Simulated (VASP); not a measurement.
# B2SbP3 (P6/mmm) in VASP: single point with PBE

Aim: the single point of B2SbP3 with PBE.

Everything below comes from runs of VASP 6.6.1. Logs are shortened: lines on timing, memory, paths and dates and some standing lists are left out, and cuts for length are marked.

## (1) The cell of the first run

Symmetry: P6/mmm, No. 191, hexagonal system. Conventional cell: a = 3.681 Å, b = 3.681 Å, c = 8.733 Å, α = 90.00°, β = 90.00°, γ = 120.00°. B (site symmetry 6mm) has 1 Sb at 2.07 Å and 1 P at 2.30 Å within 2.7 Å. Sb (site symmetry 6/mmm) has 2 B at 2.07 Å within 2.7 Å. Within 2.8 Å of P (site symmetry -6m2) lie 6 P at 2.13 Å. Within 2.8 Å of P (site symmetry 6/mmm) lie 6 P at 2.13 Å and 2 B at 2.30 Å.

## (2) Single point, PBE

INCAR reads:

```
SYSTEM = B2SbP3
  PREC = Accurate
  ENCUT = 520
  EDIFF = 1E-6
  ISMEAR = 0
  SIGMA = 0.1
  LREAL = .False.
  LASPH = .True.
  NELM = 80
  ALGO = Normal
  ISIF = 2
  LWAVE = .False.
  LCHARG = .False.
  GGA = PE
  NBANDS = 22
```

KPOINTS reads:

```
Automatic mesh
0
Gamma
  6 6 2
  0 0 0
```

POSCAR reads:

```
B2SbP3
1.0
    3.6809220200      0.0000000000      0.0000000000
   -1.8404610100      3.1877719800      0.0000000000
    0.0000000000      0.0000000000      8.7334188600
B Sb P
2 1 3
Direct
    0.0000000000      0.0000000000      0.2630687600
    0.0000000000      0.0000000000      0.7369312400
    0.0000000000      0.0000000000      0.5000000000
    0.3333333300      0.6666666700      0.0000000000
    0.6666666700      0.3333333300      0.0000000000
    0.0000000000      0.0000000000      0.0000000000
```

Potentials or basis: VASP PAW PBE potentials, release 64 (B, Sb, P).

Started as:

```sh
> cat potpaw_PBE.64/B/POTCAR potpaw_PBE.64/Sb/POTCAR potpaw_PBE.64/P/POTCAR > POTCAR
> mpirun -np 1 vasp_std > vasp.out
```

OUTCAR:

```text
SYSTEM = B2SbP3
   PREC = Accurate
   ENCUT = 520
   EDIFF = 1E-6
   ISMEAR = 0
   LREAL = .False.
   LASPH = .True.
   NELM = 80
   ISIF = 2
   GGA = PE

 ion  position               nearest neighbor table
   1  0.000  0.000  0.263-   3 2.07   6 2.30
   2  0.000  0.000  0.737-   3 2.07   6 2.30
   3  0.000  0.000  0.500-   1 2.07   2 2.07
   4  0.333  0.667  0.000-   6 2.13   5 2.13   5 2.13   6 2.13   6 2.13   5 2.13
   5  0.667  0.333  0.000-   6 2.13   4 2.13   4 2.13   6 2.13   6 2.13   4 2.13
   6  0.000  0.000  0.000-   4 2.13   5 2.13   5 2.13   4 2.13   5 2.13   4 2.13   1 2.30   2 2.30

  LATTYP: Found a hexagonal cell.
 ALAT       =     3.6809220200
 C/A-ratio  =     2.3726171901

  Lattice vectors:

 A1 = (   3.6809220200,   0.0000000000,   0.0000000000)
 A2 = (  -1.8404610100,   3.1877719800,   0.0000000000)
 A3 = (   0.0000000000,   0.0000000000,   8.7334188600)

Analysis of symmetry for initial positions (statically):
=====================================================================
 Subroutine PRICEL returns:
 Original cell was already a primitive cell.

 Routine SETGRP: Setting up the symmetry group for a
 hexagonal supercell.

 Subroutine GETGRP returns: Found 24 space group operations
 (whereof 24 operations were pure point group operations)
 out of a pool of 24 trial point group operations.

The static configuration has the point symmetry D_6h.

Analysis of symmetry for dynamics (positions and initial velocities):
=====================================================================
 Subroutine PRICEL returns:
 Original cell was already a primitive cell.

 Routine SETGRP: Setting up the symmetry group for a
 hexagonal supercell.

 Subroutine GETGRP returns: Found 24 space group operations
 (whereof 24 operations were pure point group operations)
 out of a pool of 24 trial point group operations.

The dynamic configuration has the point symmetry D_6h.

 Subroutine INISYM returns: Found 24 space group operations
 (whereof 24 operations are pure point group operations),
 and found     1 'primitive' translations

----------------------------------------------------------------------------------------

                                     Primitive cell

  volume of cell :     102.4774

  direct lattice vectors                    reciprocal lattice vectors
     3.680922020  0.000000000  0.000000000     0.271671064  0.156849362  0.000000000
    -1.840461010  3.187771980  0.000000000     0.000000000  0.313698723  0.000000000
     0.000000000  0.000000000  8.733418860     0.000000000  0.000000000  0.114502695

  length of vectors
     3.680922020  3.680922021  8.733418860     0.313698723  0.313698723  0.114502695

  position of ions in fractional coordinates (direct lattice)
     0.000000000  0.000000000  0.263068760
     0.000000000  0.000000000  0.736931240
     0.000000000  0.000000000  0.500000000
     0.333333330  0.666666670  0.000000000
     0.666666670  0.333333330  0.000000000
     0.000000000  0.000000000  0.000000000

  ion indices of the primitive-cell ions
   primitive index   ion index
                 1           1
                 2           2
                 3           3
                 4           4
                 5           5
                 6           6

----------------------------------------------------------------------------------------

 KPOINTS: Automatic mesh

Automatic generation of k-mesh.
 Grid dimensions read from file:
 generate k-points for:    6    6    2

 Generating k-lattice:

  Cartesian coordinates                     Fractional coordinates (reciprocal lattice)
     0.045278511  0.026141560  0.000000000     0.166666667  0.000000000  0.000000000
     0.000000000  0.052283121  0.000000000     0.000000000  0.166666667  0.000000000
     0.000000000  0.000000000  0.057251348     0.000000000  0.000000000  0.500000000

  Length of vectors
     0.052283121  0.052283121  0.057251348

  Shift w.r.t. Gamma in fractional coordinates (k-lattice)
     0.000000000  0.000000000  0.000000000

 Subroutine IBZKPT returns following result:
 ===========================================

 Found     14 irreducible k-points:

 Following reciprocal coordinates:
            Coordinates               Weight
  0.000000  0.000000  0.000000      1.000000
  0.166667 -0.000000  0.000000      6.000000
  0.333333  0.000000  0.000000      6.000000
  0.500000 -0.000000  0.000000      3.000000
  0.166667  0.166667  0.000000      6.000000
  0.333333  0.166667  0.000000     12.000000
  0.333333  0.333333  0.000000      2.000000
  0.000000  0.000000  0.500000      1.000000
  0.166667 -0.000000  0.500000      6.000000
  0.333333  0.000000  0.500000      6.000000
  0.500000 -0.000000  0.500000      3.000000
  0.166667  0.166667  0.500000      6.000000
  0.333333  0.166667  0.500000     12.000000
  0.333333  0.333333  0.500000      2.000000
   k-points           NKPTS =     14   k-points in BZ     NKDIM =     14   number of bands    NBANDS=     22
   number of dos      NEDOS =    301   number of ions     NIONS =      6
   total plane-waves  NPLWV =  54880
   dimension x,y,z NGX =    28 NGY =   28 NGZ =   70
   dimension x,y,z NGXF=    56 NGYF=   56 NGZF=  140
   ions per type =               2   1   3
   NGX,Y,Z   is equivalent  to a cutoff of  12.65, 12.65, 13.32 a.u.
   NGXF,Y,Z  is equivalent  to a cutoff of  25.29, 25.29, 26.65 a.u.
 SYSTEM =  B2SbP3
   PREC   = accura    normal or accurate (medium, high low for compatibility)
   ISTART =      0    job   : 0-new  1-cont  2-samecut
   ICHARG =      2    charge: 1-file 2-atom 10-const
   ISPIN  =      1    spin polarized calculation?
   LNONCOLLINEAR =      F non collinear calculations
   LSORBIT =      F    spin-orbit coupling
   LASPH  =      T    aspherical Exc in radial PAW
   ENCUT  =  520.0 eV  38.22 Ry    6.18 a.u.   6.84  6.84 16.24*2*pi/ulx,y,z
   NELM   =     80;   NELMIN=  2; NELMDL= -5     # of ELM steps
   EDIFF  = 0.1E-05   stopping-criterion for ELM
   LREAL  =      F    real-space projection
   EDIFFG = 0.1E-04   stopping-criterion for IOM
   NSW    =      0    number of steps for IOM
   IBRION =     -1    ionic relax: 0-MD 1-quasi-New 2-CG
   NFREE  =      0    steps in history (QN), initial steepest desc. (CG)
   ISIF   =      2    stress and relaxation
   ISYM   =      2    0-nonsym 1-usesym 2-fastsym
   POTIM  = 0.5000    time-step for ionic-motion
   TEBEG  =    0.0;   TEEND  =   0.0 temperature during run
   PSTRESS=    0.0 pullay stress
   NELECT =      26.0000    total number of electrons
   NUPDOWN=      -1.0000    fix difference up-down
   EMIN   =  10.00;   EMAX   =-10.00  energy-range for DOS
   EFERMI =   0.00;   METHOD = LEGACY
   ISMEAR =     0;   SIGMA  =   0.10  broadening in eV -4-tet -1-fermi 0-gaus
   EFERMI_NEDOS =   21; number of points for ismear=-14 and -15
   IALGO  =     38    algorithm
   IMIX   =      4    mixing-type and parameters
     AMIX     =   0.40;   BMIX     =  1.00
     AMIX_MAG =   1.60;   BMIX_MAG =  1.00
  volume/ion in A,a.u.               =      17.08       115.26
  Fermi-wavevector in a.u.,A,eV,Ry     =   1.036390  1.958493 14.614076  1.074104
  Thomas-Fermi vector in A             =   2.170778
   LORBIT       =      0    0 simple, 1 ext, 2 COOP (PROOUT), +10 PAW based schemes
   GGA     = PE    functional components
   LHFCALC =     F    Hartree Fock is set to
   AEXX    =    0.0000 exact exchange contribution
   IVDW    =     0    specifies the selected vdW correction
   LEPSILON=     F    determine dielectric tensor
   LRPA    =     F    only Hartree local field effects (RPA)
 non-spin polarized calculation
 Gauss-broadening in eV      SIGMA  =   0.10
  energy-cutoff  :      520.00
  volume of cell :      102.48
 maximum number of plane-waves:      2790
 NGX is ok and might be reduce to    28
   NGX = 13   NGY = 13   NGZ = 33

 number of electron      25.9999999 magnetization

 Free energy of the ion-electron system (eV)
  ---------------------------------------------------
  ext. energy  EPLUGINS =         0.00000000
  ---------------------------------------------------
  free energy    TOTEN  =       -20.44847216 eV

  energy without entropy =      -20.44046355  energy(sigma->0) =      -20.44446786

 E-fermi :   6.2326     XC(G=0):  -9.8892

 val. band max:        6.0789007389   @ k =   0.3333   0.3333   0.5000
 cond. band min:       6.2585229233   @ k =   0.1667   0.1667   0.5000
 fundamental gap:      0.1796221844
 Fermi energy:         6.2326081239

 k-point     1 :       0.0000    0.0000    0.0000
  band No.  band energies     occupation
      1     -13.2147      2.00000
      2      -5.1674      2.00000
      3      -3.2655      2.00000
      4      -0.9062      2.00000
      5      -0.9062      2.00000
      6      -0.7351      2.00000
[... 14 lines left out ...]
     21      11.7266      0.00000
     22      13.1859      0.00000

 k-point     2 :       0.1667   -0.0000    0.0000
  band No.  band energies     occupation
      1     -12.8297      2.00000
      2      -4.8999      2.00000
      3      -4.0048      2.00000
      4      -2.9445      2.00000
      5      -2.6100      2.00000
      6      -0.8571      2.00000
[... 14 lines left out ...]
     21      11.3269      0.00000
     22      12.3190      0.00000

 k-point     3 :       0.3333    0.0000    0.0000
  band No.  band energies     occupation
      1     -11.6823      2.00000
      2      -7.1981      2.00000
      3      -4.2292      2.00000
      4      -3.6794      2.00000
      5      -2.0704      2.00000
      6      -1.7389      2.00000
[... 14 lines left out ...]
     21      10.7605      0.00000
     22      11.5746      0.00000
[... 226 lines left out ...]
 k-point    13 :       0.3333    0.1667    0.5000
  band No.  band energies     occupation
      1     -10.5476      2.00000
      2      -8.2986      2.00000
      3      -6.1250      2.00000
      4      -3.8657      2.00000
      5      -0.5380      2.00000
      6      -0.5153      2.00000
[... 14 lines left out ...]
     21      12.4589      0.00000
     22      12.9417      0.00000

 k-point    14 :       0.3333    0.3333    0.5000
  band No.  band energies     occupation
      1      -8.8791      2.00000
      2      -8.5651      2.00000
      3      -8.5651      2.00000
      4      -3.6278      2.00000
      5      -0.3313      2.00000
      6       0.1131      2.00000
[... 14 lines left out ...]
     21      14.2653      0.00000
     22      14.2653      0.00000

------------------------ aborting loop because EDIFF is reached ----------------------------------------

  FORCE on cell =-STRESS in cart. coord.  units (eV):
  Direction    XX          YY          ZZ          XY          YZ          ZX
  --------------------------------------------------------------------------------------
  -------------------------------------------------------------------------------------
  Total       22.6247892     22.6247892     -2.5101918      0.0000000      0.0000000      0.0000000
  in kB      353.7259883    353.7259886    -39.2454522      0.0000000      0.0000000      0.0000000
  external PRESSURE =     222.7355082 kB  Pullay stress =       0.0000000 kB

 VOLUME and BASIS-vectors are now :
 -----------------------------------------------------------------------------
  energy-cutoff  :      520.00
  volume of cell :      102.48
      direct lattice vectors                 reciprocal lattice vectors
     3.680922020  0.000000000  0.000000000     0.271671064  0.156849362  0.000000000
    -1.840461010  3.187771980  0.000000000     0.000000000  0.313698723  0.000000000
     0.000000000  0.000000000  8.733418860     0.000000000  0.000000000  0.114502695

 POSITION                                       TOTAL-FORCE (eV/Angst)
 -----------------------------------------------------------------------------------
      0.00000      0.00000      2.29749         0.000000     -0.000000     -2.499863
      0.00000      0.00000      6.43593         0.000000      0.000000      2.499863
      0.00000      0.00000      4.36671         0.000000     -0.000000      0.000000
     -0.00000      2.12518      0.00000         0.000000      0.000000      0.000000
      1.84046      1.06259      0.00000        -0.000000     -0.000000      0.000000
      0.00000      0.00000      0.00000         0.000000     -0.000000      0.000000
 -----------------------------------------------------------------------------------
    total drift:                               -0.000000     -0.000000     -0.000000

  FREE ENERGIE OF THE ION-ELECTRON SYSTEM (eV)
  ---------------------------------------------------
  free  energy   TOTEN  =       -20.4484721581 eV

  energy  without entropy=      -20.4404635536  energy(sigma->0) =      -20.44446786
```

Wall time 20 s (1 thread of AMD EPYC 9R45 (Zen 5), shared host); peak memory 0.19 GiB.

What came out:

* Free energy: -20.4485 eV
* Pressure: 22.3 GPa
* Largest force: 2.500 eV/Å
* Band gap on the k mesh: zero (band 13 reaches 7.18 eV, above the bottom of band 14 at 5.39 eV)

Forces in eV/Å, atoms in the order of the input:
```
B    0.000  0.000 -2.500
B    0.000  0.000  2.500
Sb   0.000  0.000  0.000
P    0.000  0.000  0.000
P    0.000  0.000  0.000
P    0.000  0.000  0.000
```

Caveat: spin-orbit coupling is left out, which moves the levels of the heavy elements; forces of over 1 eV/Å act on the atoms, so gaps and moduli don't describe the material at rest.
